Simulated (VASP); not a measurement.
# C11O in VASP: further runs

The runs below take C11O through single point, with PBE+D3(BJ).

Everything below comes from runs of VASP 6.6.1. Logs are shortened: lines on timing, memory, paths and dates and some standing lists are left out, and cuts for length are marked.

## 1. The cell of the first run

The cell holds a slab with vacuum, 12 atoms: a = 2.465 Å, b = 2.465 Å, c = 33.627 Å, α = 90.00°, β = 90.00°, γ = 120.00°.

## 2. Single point, PBE+D3(BJ)

Contents of INCAR:

```
  PREC = Accurate
  ENCUT = 520
  EDIFF = 1E-7
  ISMEAR = 0
  SIGMA = 0.1
  LREAL = F
  LASPH = T
  NELM = 100
  ALGO = Normal
  ISIF = 2
  LWAVE = F
  LCHARG = T
  LDIPOL = T
  IDIPOL = 3
  DIPOL = 0.5 0.5 0.506
  GGA = PE
  IVDW = 12
  LELF = T
  LVHAR = T
  LVACPOTAV = T
  NBANDS = 37
```

Contents of KPOINTS:

```
regular mesh
0
Gamma
  12 12 1
```

Contents of POSCAR:

```
C11O
1.0
    2.4649796649      0.0000000000      0.0000000000
   -1.2324898325      2.1347350096      0.0000000000
    0.0000000000      0.0000000000     33.6268653246
C O
11 1
Direct
    0.0000000000      0.0000000000      0.2527740886
    0.6666666667      0.3333333333      0.2527740816
    0.0000000000      0.0000000000      0.3529682709
    0.3333333333      0.6666666667      0.3529682639
    0.0000000000      0.0000000000      0.4532629673
    0.6666666667      0.3333333333      0.4532551470
    0.0000000000      0.0000000000      0.5531749531
    0.3333333333      0.6666666667      0.5531764112
    0.0000000000      0.0000000000      0.6537742792
    0.6666666667      0.3333333333      0.6537899922
    0.0000000000      0.0000000000      0.7552695385
    0.0000000000      0.0000000000      0.7890002331
```

Potentials or basis: VASP PAW PBE potentials, release 64 (C, O).

Launch:

```
> cat potpaw_PBE.64/C/POTCAR potpaw_PBE.64/O/POTCAR > POTCAR
> mpirun -np 1 vasp_std > vasp.out
```

OUTCAR:

```text
PREC = Accurate
   ENCUT = 520
   EDIFF = 1E-7
   ISMEAR = 0
   LREAL = F
   LASPH = T
   NELM = 100
   ISIF = 2
   GGA = PE
   IVDW = 12
 IVDW          = 12

 ion  position               nearest neighbor table
   1  0.000  0.000  0.253-   2 1.42   2 1.42   2 1.42
   2  0.667  0.333  0.253-   1 1.42   1 1.42   1 1.42
   3  0.000  0.000  0.353-   4 1.42   4 1.42   4 1.42
   4  0.333  0.667  0.353-   3 1.42   3 1.42   3 1.42
   5  0.000  0.000  0.453-   6 1.42   6 1.42   6 1.42
   6  0.667  0.333  0.453-   5 1.42   5 1.42   5 1.42
   7  0.000  0.000  0.553-   8 1.42   8 1.42   8 1.42
   8  0.333  0.667  0.553-   7 1.42   7 1.42   7 1.42
   9  0.000  0.000  0.654-  10 1.42  10 1.42  10 1.42
  10  0.667  0.333  0.654-   9 1.42   9 1.42   9 1.42
  11  0.000  0.000  0.755-  12 1.13
  12  0.000  0.000  0.789-  11 1.13

  LATTYP: Found a hexagonal cell.
 ALAT       =     2.4649796649
 C/A-ratio  =    13.6418428936

  Lattice vectors:

 A1 = (   2.4649796649,   0.0000000000,   0.0000000000)
 A2 = (  -1.2324898325,   2.1347350096,   0.0000000000)
 A3 = (   0.0000000000,   0.0000000000,  33.6268653246)

Analysis of symmetry for initial positions (statically):
=====================================================================
 Subroutine PRICEL returns:
 Original cell was already a primitive cell.

 Routine SETGRP: Setting up the symmetry group for a
 hexagonal supercell.

 Subroutine GETGRP returns: Found  6 space group operations
 (whereof  6 operations were pure point group operations)
 out of a pool of 24 trial point group operations.

The static configuration has the point symmetry C_3v.

Analysis of symmetry for dynamics (positions and initial velocities):
=====================================================================
 Subroutine PRICEL returns:
 Original cell was already a primitive cell.

 Routine SETGRP: Setting up the symmetry group for a
 hexagonal supercell.

 Subroutine GETGRP returns: Found  6 space group operations
 (whereof  6 operations were pure point group operations)
 out of a pool of 24 trial point group operations.

The dynamic configuration has the point symmetry C_3v.

 Subroutine INISYM returns: Found  6 space group operations
 (whereof  6 operations are pure point group operations),
 and found     1 'primitive' translations

----------------------------------------------------------------------------------------
[... 123 lines left out ...]
   EFERMI_NEDOS =   21; number of points for ismear=-14 and -15
   IALGO  =     38    algorithm
   IMIX   =      4    mixing-type and parameters
     AMIX     =   0.40;   BMIX     =  1.00
     AMIX_MAG =   1.60;   BMIX_MAG =  1.00
  volume/ion in A,a.u.               =      14.75        99.51
  Fermi-wavevector in a.u.,A,eV,Ry     =   1.074279  2.030092 15.702138  1.154075
  Thomas-Fermi vector in A             =   2.210102
   LORBIT       =      0    0 simple, 1 ext, 2 COOP (PROOUT), +10 PAW based schemes
   GGA     = PE    functional components
   LHFCALC =     F    Hartree Fock is set to
   AEXX    =    0.0000 exact exchange contribution
   IVDW    =    12    specifies the selected vdW correction
   LEPSILON=     F    determine dielectric tensor
   LRPA    =     F    only Hartree local field effects (RPA)
 non-spin polarized calculation
 Gauss-broadening in eV      SIGMA  =   0.10
  energy-cutoff  :      520.00
  volume of cell :      176.95
 maximum number of plane-waves:      4836
   NGX =  9   NGY =  9   NGZ =125

 dipolmoment           0.000000      0.000000     -0.073856 electrons x Angstroem

 number of electron      49.9999996 magnetization

 dipolmoment           0.000000      0.000000      0.047808 electrons x Angstroem

 Free energy of the ion-electron system (eV)
  ---------------------------------------------------
  ext. energy  EPLUGINS =         0.00000000
  ---------------------------------------------------
  free energy    TOTEN  =      -105.58861173 eV

  energy without entropy =     -105.58442721  energy(sigma->0) =     -105.58651947

 E-fermi :   0.6242     XC(G=0):  -6.5874

 val. band max:        0.6189829215   @ k =   0.3333   0.3333   0.0000
 cond. band min:       0.6290271765   @ k =   0.3333   0.3333   0.0000
 fundamental gap:      0.0100442550
 Fermi energy:         0.6242065783

 k-point     1 :       0.0000    0.0000    0.0000
  band No.  band energies     occupation
      1     -24.5506      2.00000
      2     -18.9969      2.00000
      3     -18.9247      2.00000
      4     -18.8320      2.00000
      5     -18.7610      2.00000
      6     -18.5406      2.00000
[... 749 lines left out ...]
     36      11.4600      0.00000
     37      11.7538      0.00000

------------------------ aborting loop because EDIFF is reached ----------------------------------------

 Edisp (eV)   -1.68794

 E8    (eV) :    -0.4824

  FORCE on cell =-STRESS in cart. coord.  units (eV):
  Direction    XX          YY          ZZ          XY          YZ          ZX
  --------------------------------------------------------------------------------------
  -------------------------------------------------------------------------------------
  Total       5.24637     5.24637     0.96975    -0.00000     0.00000     0.00000
  in kB      47.50355    47.50355     8.78066    -0.00000     0.00000     0.00000
  external pressure =       34.60 kB  Pullay stress =        0.00 kB

 VOLUME and BASIS-vectors are now :
 -----------------------------------------------------------------------------
  energy-cutoff  :      520.00
  volume of cell :      176.95
      direct lattice vectors                 reciprocal lattice vectors
     2.464979665  0.000000000  0.000000000     0.405682860  0.234221108  0.000000000
    -1.232489832  2.134735010  0.000000000     0.000000000  0.468442217  0.000000000
     0.000000000  0.000000000 33.626865325     0.000000000  0.000000000  0.029738127

 POSITION                                       TOTAL-FORCE (eV/Angst)
 -----------------------------------------------------------------------------------
      0.00000      0.00000      8.50000        -0.000000      0.000000      0.010631
      1.23249      0.71158      8.50000        -0.000000     -0.000000     -0.011973
      0.00000      0.00000     11.86922         0.000000     -0.000000     -0.003291
     -0.00000      1.42316     11.86922        -0.000000      0.000000      0.004249
      0.00000      0.00000     15.24181        -0.000000      0.000000     -0.000792
      1.23249      0.71158     15.24155         0.000000     -0.000000      0.000639
      0.00000      0.00000     18.60154         0.000000      0.000000      0.000263
     -0.00000      1.42316     18.60159         0.000000     -0.000000     -0.000176
      0.00000      0.00000     21.98438         0.000000     -0.000000      0.003805
      1.23249      0.71158     21.98491         0.000000     -0.000000     -0.003292
      0.00000      0.00000     25.39735         0.000000     -0.000000     -0.946323
      0.00000      0.00000     26.53160        -0.000000     -0.000000      0.946262
 -----------------------------------------------------------------------------------
    total drift:                                0.000000      0.000000      0.000496

  FREE ENERGIE OF THE ION-ELECTRON SYSTEM (eV)
  ---------------------------------------------------
  free  energy   TOTEN  =      -107.2765504578 eV

  energy  without entropy=     -107.2723659366  energy(sigma->0) =     -107.27445820

 vacuum level on the upper side and lower side of the slab         6.540         4.896
```

OSZICAR:

```text
N       E                     dE             d eps       ncg     rms          rms(c)
DAV:   1     0.299394281815E+03    0.29939E+03   -0.23745E+04  1422   0.118E+03
DAV:   2    -0.831068563113E+02   -0.38250E+03   -0.36307E+03  1914   0.278E+02
DAV:   3    -0.111780180869E+03   -0.28673E+02   -0.28350E+02  1655   0.774E+01
[... 24 lines left out ...]
DAV:  28    -0.105588609748E+03   -0.77248E-06   -0.35586E-08  1048   0.181E-03    0.241E-04
DAV:  29    -0.105588610521E+03   -0.77274E-06   -0.33541E-08  1063   0.133E-03    0.346E-04
DAV:  30    -0.105588611057E+03   -0.53636E-06   -0.25646E-08  1012   0.653E-04    0.362E-04
DAV:  31    -0.105588611292E+03   -0.23519E-06   -0.30949E-09  1022   0.356E-04    0.347E-04
DAV:  32    -0.105588611667E+03   -0.37494E-06   -0.47320E-09   984   0.814E-04    0.955E-05
DAV:  33    -0.105588611732E+03   -0.65067E-07   -0.22714E-09  1014   0.274E-04
   1 F= -.10727655E+03 E0= -.10727446E+03  d E =-.418452E-02
```

Run time: 8.1 min. Hardware: 1 thread of Intel Xeon 8259CL, shared host; peak memory 0.32 GiB.

Results:

```
Free energy                : -107.2766 eV
Largest force              : 0.946 eV/Å
Band gap on the k mesh     : zero (bands 25 and 26 overlap by 0.05 eV)
Dispersion energy per atom : -0.141 eV
```

Forces in eV/Å, atoms in the order of the input:
```
C    0.000  0.000  0.011
C    0.000  0.000 -0.012
C    0.000  0.000 -0.003
C    0.000  0.000  0.004
C    0.000  0.000 -0.001
C    0.000  0.000  0.001
C    0.000  0.000  0.000
C    0.000  0.000  0.000
C    0.000  0.000  0.004
C    0.000  0.000 -0.003
C    0.000  0.000 -0.946
O    0.000  0.000  0.946
```

Levels at points of the mesh, in eV from the Fermi level:
| k point | band 23 | band 24 | band 25 | band 26 | band 27 | band 28 |
| --- | --- | --- | --- | --- | --- | --- |
| (0.00, 0.00, 0.00) | -2.97 | -2.70 | -2.70 | 3.58 | 4.64 | 5.06 |
| (0.50, 0.00, 0.00) | -2.27 | -2.13 | -1.90 | -0.04 | 1.51 | 1.59 |

## 3. Single point, PBE+D3(BJ)

Contents of INCAR:

```
SYSTEM = C11O
ALGO = Normal ; DIPOL = 0.5 0.5 0.505
EDIFF = 1E-7 ; ENCUT = 520
GGA = PE ; IDIPOL = 3
ISIF = 2 ; ISMEAR = 0
IVDW = 12 ; LASPH = .TRUE.
LCHARG = .FALSE. ; LDIPOL = .TRUE.
LREAL = .FALSE. ; LWAVE = .FALSE.
NBANDS = 37 ; NELM = 80
PREC = Accurate ; SIGMA = 0.1
```

Contents of KPOINTS:

```
k-points
0
G
  12 12 1
  0 0 0
```

Contents of POSCAR:

```
C11O
1.0
    2.4649796649      0.0000000000      0.0000000000
   -1.2324898325      2.1347350096      0.0000000000
    0.0000000000      0.0000000000     33.6268653246
C O
11 1
Direct
    0.0000000000      0.0000000000      0.2527740886
    0.6666666667      0.3333333333      0.2527740816
    0.0000000000      0.0000000000      0.3529682709
    0.3333333333      0.6666666667      0.3529682639
    0.0000000000      0.0000000000      0.4531295854
    0.6666666667      0.3333333333      0.4531262879
    0.0000000000      0.0000000000      0.5531135818
    0.3333333333      0.6666666667      0.5531183487
    0.0000000000      0.0000000000      0.6536076840
    0.6666666667      0.3333333333      0.6536111174
    0.3333333333      0.6666666667      0.7475242485
    0.3333333333      0.6666666667      0.7812539512
```

Potentials or basis: VASP PAW PBE potentials, release 64 (C, O).

Launch:

```
> cat potpaw_PBE.64/C/POTCAR potpaw_PBE.64/O/POTCAR > POTCAR
> mpirun -np 1 vasp_std > vasp.out
```

OUTCAR:

```text
SYSTEM = C11O
   EDIFF = 1E-7
   ENCUT = 520
   GGA = PE
   ISIF = 2
   ISMEAR = 0
   IVDW = 12
   LASPH = .TRUE.
   LREAL = .FALSE.
   NELM = 80
   PREC = Accurate
 IVDW          = 12

 ion  position               nearest neighbor table
   1  0.000  0.000  0.253-   2 1.42   2 1.42   2 1.42
   2  0.667  0.333  0.253-   1 1.42   1 1.42   1 1.42
   3  0.000  0.000  0.353-   4 1.42   4 1.42   4 1.42
   4  0.333  0.667  0.353-   3 1.42   3 1.42   3 1.42
   5  0.000  0.000  0.453-   6 1.42   6 1.42   6 1.42
   6  0.667  0.333  0.453-   5 1.42   5 1.42   5 1.42
   7  0.000  0.000  0.553-   8 1.42   8 1.42   8 1.42
   8  0.333  0.667  0.553-   7 1.42   7 1.42   7 1.42
   9  0.000  0.000  0.654-  10 1.42  10 1.42  10 1.42
  10  0.667  0.333  0.654-   9 1.42   9 1.42   9 1.42
  11  0.333  0.667  0.748-  12 1.13
  12  0.333  0.667  0.781-  11 1.13

  LATTYP: Found a hexagonal cell.
 ALAT       =     2.4649796649
 C/A-ratio  =    13.6418428936

  Lattice vectors:

[... 962 lines left out ...]

------------------------ aborting loop because EDIFF is reached ----------------------------------------

 vacuum level on the upper side and lower side of the slab       (xc-potential included)         0.623        -0.945

 Edisp (eV)   -1.71043

 E8    (eV) :    -0.4895

  FORCE on cell =-STRESS in cart. coord.  units (eV):
  Direction    XX          YY          ZZ          XY          YZ          ZX
  --------------------------------------------------------------------------------------
  -------------------------------------------------------------------------------------
  Total       5.27121     5.27121     0.98118    -0.00000     0.00000     0.00000
  in kB      47.72844    47.72844     8.88419    -0.00000     0.00000     0.00000
  external pressure =       34.78 kB  Pullay stress =        0.00 kB

 VOLUME and BASIS-vectors are now :
 -----------------------------------------------------------------------------
  energy-cutoff  :      520.00
  volume of cell :      176.95
      direct lattice vectors                 reciprocal lattice vectors
     2.464979665  0.000000000  0.000000000     0.405682860  0.234221108  0.000000000
    -1.232489832  2.134735010  0.000000000     0.000000000  0.468442217  0.000000000
     0.000000000  0.000000000 33.626865325     0.000000000  0.000000000  0.029738127

 POSITION                                       TOTAL-FORCE (eV/Angst)
 -----------------------------------------------------------------------------------
      0.00000      0.00000      8.50000         0.000000      0.000000      0.010410
      1.23249      0.71158      8.50000        -0.000000      0.000000     -0.011791
      0.00000      0.00000     11.86922         0.000000      0.000000     -0.003060
     -0.00000      1.42316     11.86922         0.000000      0.000000      0.003410
      0.00000      0.00000     15.23733        -0.000000     -0.000000      0.001600
      1.23249      0.71158     15.23722         0.000000     -0.000000     -0.000165
      0.00000      0.00000     18.59948        -0.000000      0.000000      0.003186
     -0.00000      1.42316     18.59964         0.000000     -0.000000     -0.003294
      0.00000      0.00000     21.97878        -0.000000     -0.000000     -0.004443
      1.23249      0.71158     21.97889        -0.000000      0.000000      0.004616
     -0.00000      1.42316     25.13690        -0.000000      0.000000     -0.949964
     -0.00000      1.42316     26.27112        -0.000000      0.000000      0.949494
 -----------------------------------------------------------------------------------
    total drift:                                0.000001      0.000001     -0.000879

  FREE ENERGIE OF THE ION-ELECTRON SYSTEM (eV)
  ---------------------------------------------------
  free  energy   TOTEN  =      -107.2968491627 eV

  energy  without entropy=     -107.2924168670  energy(sigma->0) =     -107.29463301

 vacuum level on the upper side and lower side of the slab         6.385         4.797
```

OSZICAR:

```text
N       E                     dE             d eps       ncg     rms          rms(c)
DAV:   1     0.300441448616E+03    0.30044E+03   -0.23743E+04  1422   0.118E+03
DAV:   2    -0.834208058828E+02   -0.38386E+03   -0.36370E+03  1898   0.277E+02
DAV:   3    -0.111771271620E+03   -0.28350E+02   -0.28057E+02  1653   0.772E+01
[... 29 lines left out ...]
DAV:  33    -0.105586417972E+03   -0.10328E-05   -0.90685E-08  1136   0.246E-03    0.114E-03
DAV:  34    -0.105586418937E+03   -0.96472E-06   -0.57386E-08  1086   0.158E-03    0.940E-04
DAV:  35    -0.105586419132E+03   -0.19486E-06   -0.60439E-08  1080   0.222E-03    0.292E-04
DAV:  36    -0.105586419380E+03   -0.24763E-06   -0.25722E-08  1012   0.601E-04    0.373E-04
DAV:  37    -0.105586419469E+03   -0.88869E-07   -0.53587E-09  1001   0.585E-04
   1 F= -.10729685E+03 E0= -.10729463E+03  d E =-.443230E-02
```

Wall time 9.1 min (1 thread of Intel Xeon 8259CL, shared host); peak memory 0.32 GiB.

Results:

```yaml
Free_energy: -107.2968 eV
Largest_force: 0.950 eV/Å
Band_gap_on_the_k_mesh: zero (bands 25 and 26 overlap by 0.04 eV)
Dispersion_energy_per_atom: -0.143 eV
```

Forces on the atoms (eV/Å):
```
C    0.000  0.000  0.010
C    0.000  0.000 -0.012
C    0.000  0.000 -0.003
C    0.000  0.000  0.003
C    0.000  0.000  0.002
C    0.000  0.000  0.000
C    0.000  0.000  0.003
C    0.000  0.000 -0.003
C    0.000  0.000 -0.004
C    0.000  0.000  0.005
C    0.000  0.000 -0.950
O    0.000  0.000  0.949
```
